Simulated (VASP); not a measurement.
Write the native input for VASP 6.6.1 that does the following.

```
Task                   : single point
Functional             : LDA
Potentials or basis    : VASP PAW LDA potentials, release 64 (Zr_sv, Cu)
Cutoff                 : 520 eV
k mesh                 : 10 × 10 × 10
Occupations            : gaussian, width 0.1 eV
Spin                   : no spin polarisation
Dipole correction      : no
Further INCAR settings : ALGO = Normal; EDIFF = 1e-06; NBANDS = 42
```

The structure of ZrCu5 lies in POSCAR:

```
ZrCu5
1.0
    0.0000000000      3.3560853584      3.3560853584
    3.3560853584      0.0000000000      3.3560853584
    3.3560853584      3.3560853584      0.0000000000
Zr Cu
1 5
Direct
    0.0000000000      0.0000000000      0.0000000000
    0.2500000000      0.2500000000      0.2500000000
    0.6241657460      0.6241657460      0.6241657460
    0.1275027619      0.6241657460      0.6241657460
    0.6241657460      0.6241657460      0.1275027619
    0.6241657460      0.1275027619      0.6241657460
```

These files were run (other wordings do the same):

INCAR

```
SYSTEM = ZrCu5
  ALGO = Normal
  EDIFF = 1E-6
  ENCUT = 520
  GGA = CA
  ISIF = 2
  ISMEAR = 0
  LASPH = .True.
  LCHARG = .True.
  LELF = .True.
  LREAL = .False.
  LVHAR = .True.
  LWAVE = .False.
  NBANDS = 42
  NELM = 100
  PREC = Accurate
  SIGMA = 0.1
```

KPOINTS

```
k-points
0
Gamma
  10 10 10
  0 0 0
```

Potentials or basis: VASP PAW LDA potentials, release 64 (Zr_sv, Cu).

The run is started by

```bash
$ cat potpaw_LDA.64/Zr_sv/POTCAR potpaw_LDA.64/Cu/POTCAR > POTCAR
$ mpirun -np 1 vasp_std > vasp.out
```

It gave:

```json
{"Pressure": "0.8 GPa", "Largest force": "0.007 eV/Å"}
```

Wall time 7.4 min on 1 thread of AMD EPYC 9R45, with other jobs on the host, peak memory 0.22 GiB.
